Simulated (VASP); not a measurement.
The system is Re.

```xyz
1
Lattice="2.5805 0.0000 0.0000 0.0000 2.5805 0.0000 0.0000 0.0000 2.5805" Properties=species:S:1:pos:R:3 pbc="T T T"
Re    0.0000    0.0000    0.0000
```

Base run:

- Program: VASP 6.6.1
- Functional: PBE
- Potentials or basis: VASP PAW PBE potentials, release 64 (Re)
- Cutoff: 520 eV
- k mesh: 14 × 14 × 14
- Occupations: fermi-dirac, width 0.1 eV
- Spin: no spin polarisation

Its results: pressure -1.6 GPa.

**Question.** The run is repeated on the same cell with these changes: k mesh from 14 × 14 × 14 to 20 × 20 × 20. What comes out?

**Answer.** Pressure -1.1 GPa.
